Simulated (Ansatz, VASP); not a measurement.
**HfSiO4 in VASP and in Ansatz**

Contents of INCAR:

```
SYSTEM = HfSiO4
PREC = Accurate
ENCUT = 520
EDIFF = 1E-6
ISMEAR = -1
SIGMA = 0.05
LREAL = .FALSE.
LASPH = .TRUE.
NELM = 100
ALGO = Normal
ISIF = 2
LWAVE = .FALSE.
LCHARG = .FALSE.
GGA = RE
NBANDS = 50
```

Contents of KPOINTS:

```
Automatic mesh
0
G
  5 5 5
  0 0 0
```

File POSCAR:

```
HfSiO4
1.0
   -3.2862500000      3.2862500000      2.9816000000
    3.2862500000     -3.2862500000      2.9816000000
    3.2862500000      3.2862500000     -2.9816000000
Hf Si O
2 2 8
Direct
    0.0000000000      0.0000000000      0.0000000000
    0.7500000000      0.2500000000      0.5000000000
    0.5000000000      0.5000000000      0.0000000000
    0.2500000000      0.7500000000      0.5000000000
    0.6802000000      0.4957000000      0.8155000000
    0.2457000000      0.9302000000      0.3155000000
    0.6802000000      0.8647000000      0.1845000000
    0.6147000000      0.9302000000      0.6845000000
    0.0698000000      0.3853000000      0.3155000000
    0.5043000000      0.3198000000      0.1845000000
    0.0698000000      0.7543000000      0.6845000000
    0.1353000000      0.3198000000      0.8155000000
```

Contents of input.yaml:

```yaml
crystal:
  lattice:
    - [-3.28625, 3.28625, 2.9816]
    - [3.28625, -3.28625, 2.9816]
    - [3.28625, 3.28625, -2.9816]
  atoms:
    - { symbol: Hf, position: [0.0, 0.0, 0.0] }
    - { symbol: Hf, position: [0.75, 0.25, 0.5] }
    - { symbol: Si, position: [0.5, 0.5, 0.0] }
    - { symbol: Si, position: [0.25, 0.75, 0.5] }
    - { symbol: O, position: [0.6802, 0.4957, 0.8155] }
    - { symbol: O, position: [0.2457, 0.9302, 0.3155] }
    - { symbol: O, position: [0.6802, 0.8647, 0.1845] }
    - { symbol: O, position: [0.6147, 0.9302, 0.6845] }
    - { symbol: O, position: [0.0698, 0.3853, 0.3155] }
    - { symbol: O, position: [0.5043, 0.3198, 0.1845] }
    - { symbol: O, position: [0.0698, 0.7543, 0.6845] }
    - { symbol: O, position: [0.1353, 0.3198, 0.8155] }
hamiltonian:
  xc: revpbe
  pseudopotentials: { kind: paw }
kpoints:
  mp_grid: { grid: [5, 5, 5] }
  band_path:
    path:
      - [[0.0, 0.0, 0.0], [0.0, 0.0, 0.5], [-0.5, 0.5, 0.5], [0.0, 0.0, 0.0], [0.4557963036, 0.4557963036, -0.4557963036], [0.25, 0.25, 0.25], [0.0, 0.5, 0.0], [-0.4557963036, 0.5442036964, 0.4557963036], [-0.5, 0.5, 0.5]]
      - [[0.0, 0.0, 0.5], [0.25, 0.25, 0.25]]
    npoints: 10
scf:
  occupations: { method: fermi_dirac, width: 0.05 }
  n_extra_bands: 30
output:
  forces: true
  stress: true
  eigenvalues: true
  fatbands: false
  write_density: true
  write_potential: true
  elf: true
  volumetric_format: npy
```

Alike in both runs: functional revPBE; k mesh 5 × 5 × 5; occupations fermi-dirac, width 0.05 eV; no spin polarisation.

```csv
,VASP,Ansatz
version,VASP 6.6.1,Ansatz 0.2.0
potentials or method,"VASP PAW PBE potentials, release 64 (Hf_pv, Si, O)",Ansatz PAW
plane-wave cutoff (eV),520,420
valence electrons in the cell,76,108
task,single point,band structure
```

```tsv
	VASP	Ansatz	Ansatz less VASP
gap on the k mesh at the Fermi level (eV)	5.45	5.52	+0.063
least direct gap on the mesh (eV)	5.83	5.89	+0.057
pressure (GPa)	9.1	11.1	+1.96
traceless stress, the component that is largest in VASP (GPa)	0.76	0.61	-0.145
rms of the force components (eV/Å)	0.246	0.171	-0.0749
```

VASP's potentials were made for PBE, not for revPBE. Atom by atom the forces differ by 0.077 eV/Å (rms over components). VASP's potentials hold 76 valence electrons a cell and Ansatz's 108, so a difference there can come from the potentials and not from the codes.

Spin-orbit coupling is off throughout.
